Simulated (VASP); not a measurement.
Wanted: the native input for a VASP 6.6.1 run.

```yaml
Task: single point
Functional: PBE
Potentials_or_basis: VASP PAW PBE potentials, release 64 (Li_sv, Hf_pv, O)
Cutoff: 750 eV
k_mesh: 6 × 6 × 4
Occupations: gaussian, width 0.1 eV
Spin: no spin polarisation
Dipole_correction: no
Further_INCAR_settings: ALGO = Normal; EDIFF = 1e-06; NBANDS = 20
```

The structure of LiHfO2 lies in POSCAR:

```
LiHfO2
1.0
    3.0397810700      0.0000000000      0.0000000000
    0.0000000000      3.0397810700      0.0000000000
    0.0000000000      0.0000000000      4.2938609300
Li Hf O
1 1 2
Direct
    0.0000000000      0.0000000000      0.0000000000
    0.5000000000      0.5000000000      0.5000000000
    0.0000000000      0.0000000000      0.5000000000
    0.5000000000      0.5000000000      0.0000000000
```

The cell was built from a structure type or drawn by symmetry, and may not be a known phase.

The input as run:

INCAR

```
PREC = Accurate
ENCUT = 750
EDIFF = 1E-6
ISMEAR = 0
SIGMA = 0.1
LREAL = F
LASPH = T
NELM = 120
ALGO = Normal
ISIF = 2
LWAVE = F
LCHARG = F
GGA = PE
NBANDS = 20
GGA_COMPAT = F
```

KPOINTS

```
regular mesh
0
Gamma
  6 6 4
```

Potentials or basis: VASP PAW PBE potentials, release 64 (Li_sv, Hf_pv, O).

The run is started by

```bash
$ cat potpaw_PBE.64/Li_sv/POTCAR potpaw_PBE.64/Hf_pv/POTCAR potpaw_PBE.64/O/POTCAR > POTCAR
$ mpirun -np 1 vasp_std > vasp.out
```

It gave:

```json
{
 "Pressure": "4.9 GPa",
 "Band gap on the k mesh": "zero (an odd number of electrons rules out a gap without spin polarisation)"
}
```

Caveat: the k points lie up to 0.37 Å⁻¹ apart, too coarse for converged energies and pressures of a metal; spin-orbit coupling is left out, which moves the levels of the heavy elements; an odd number of electrons without spin polarisation forces a metal; a magnetic or distorted state may lie lower.

Wall time 55 s on 1 thread of Intel Xeon 8259CL, on a shared host, peak memory 0.2 GiB.
